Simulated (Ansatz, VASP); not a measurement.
PbSe in VASP and in Ansatz

Contents of INCAR:

```
PREC = Accurate
ENCUT = 520
EDIFF = 1E-6
ISMEAR = 0
SIGMA = 0.03
LREAL = F
LASPH = T
NELM = 80
ALGO = Normal
ISIF = 2
LWAVE = F
LCHARG = F
GGA = PE
IVDW = 12
NBANDS = 17
```

Contents of KPOINTS:

```
regular mesh
0
Gamma
  10 10 10
```

File POSCAR:

```
PbSe
1.0
    0.0000000000      3.0238359981      2.9282827806
    3.0238359981      0.0000000000      2.9282827806
    3.0238359981      3.0238359981      0.0000000000
Pb Se
1 1
Direct
    0.0000000000      0.0000000000      0.0000000000
    0.5000000000      0.5000000000      0.5000000000
```

Input for Ansatz:

```yaml
crystal:
  lattice:
    - [0.0, 3.0238359981, 2.9282827806]
    - [3.0238359981, 0.0, 2.9282827806]
    - [3.0238359981, 3.0238359981, 0.0]
  atoms:
    - { symbol: Pb, position: [0.0, 0.0, 0.0] }
    - { symbol: Se, position: [0.5, 0.5, 0.5] }
basis:
  ecutwfc: 420
kpoints:
  mp_grid: { grid: [10, 10, 10] }
hamiltonian:
  xc: pbe
  dispersion: d3bj
scf:
  occupations: { method: gaussian, width: 0.03 }
output:
  forces: true
  stress: true
  eigenvalues: true
```

Alike in both runs: task single point; functional PBE; dispersion D3(BJ); k mesh 10 × 10 × 10; occupations gaussian, width 0.03 eV; no spin polarisation.

```csv
,VASP,Ansatz
version,VASP 6.6.1,Ansatz 0.2.0
potentials or method,"VASP PAW PBE potentials, release 64 (Pb_d, Se), cutoff 520 eV","scalar-relativistic, plane waves, PAW"
valence electrons in the cell,20,30
```

|  | VASP | Ansatz | Ansatz less VASP |
| --- | --- | --- | --- |
| gap on the k mesh at the Fermi level (eV) | none | none | - |
| least direct gap on the mesh (eV) | 0.00 | 0.00 | -0.002 |
| pressure (GPa) | 4.7 | 4.7 | +0.01 |
| traceless stress, the component that is largest in VASP (GPa) | 3.90 | 3.89 | -0.010 |

A gap of «none» marks a metal or a gap that the smearing closes. VASP's potentials hold 20 valence electrons a cell and Ansatz's 30, so a difference there can come from the potentials and not from the codes.

Neither program's run includes spin-orbit coupling.

A gap of «none» marks a metal or a gap under the smearing width.
